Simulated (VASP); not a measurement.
Wanted: the native input for a VASP 6.6.1 run.

| Property | Result |
| --- | --- |
| Task | relaxation of shape and atoms at fixed volume |
| Functional | PBEsol |
| Potentials or basis | VASP PAW PBE potentials, release 64 (Pt, P) |
| Cutoff | 600 eV |
| k mesh | 10 × 10 × 6 |
| Occupations | gaussian, width 0.05 eV |
| Spin | no spin polarisation |
| Dipole correction | no |
| Further INCAR settings | ALGO = Normal; EDIFF = 1e-06; IBRION = 2; EDIFFG = -0.01; NSW = 60; ISIF = 4 |

The structure of PPt lies in POSCAR:

```
PPt
1.0
    3.5614952124      0.0000000000      0.0000000000
   -1.7807476062      3.0843453294      0.0000000000
    0.0000000000      0.0000000000      6.5728074480
Pt P
2 2
Direct
    0.6666666667      0.3333333333     -0.0105000274
    0.3333333333      0.6666666667      0.4894999726
    0.6666666667      0.3333333333      0.6357000274
    0.3333333333      0.6666666667      0.1357000274
```

These files were run (other wordings do the same):

INCAR

```
SYSTEM = PPt
PREC = Accurate ; ENCUT = 600
EDIFF = 1E-6 ; ISMEAR = 0
SIGMA = 0.05 ; LREAL = .False.
LASPH = .True. ; NELM = 80
ALGO = Normal ; ISIF = 4
LWAVE = .False. ; LCHARG = .False.
GGA = PS ; IBRION = 2
NSW = 60 ; EDIFFG = -0.01
```

KPOINTS

```
Automatic mesh
0
Gamma
  10 10 6
  0 0 0
```

Potentials or basis: VASP PAW PBE potentials, release 64 (Pt, P).

Launch:

```sh
$ cat potpaw_PBE.64/Pt/POTCAR potpaw_PBE.64/P/POTCAR > POTCAR
$ mpirun -np 1 vasp_std > vasp.out
```

It gave:

| Item | Value |
| --- | --- |
| Energy gained by relaxing | 0.8 meV/atom |
| Ionic steps | 10 |
| Pressure after relaxing | 2.7 GPa |
| Largest force after relaxing | 0.005 eV/Å |
| Band gap on the k mesh | zero (bands 15 and 16 overlap by 3.94 eV) |

Caveat: the PAW data sets were made with another functional, which shifts forces and pressure a little; spin-orbit coupling is left out, which moves the levels of the heavy elements.

Run time: 2.8 min on 1 thread of Intel(R) Xeon(R) 6975P-C (Granite Rapids), on a shared host, peak memory 0.25 GiB.
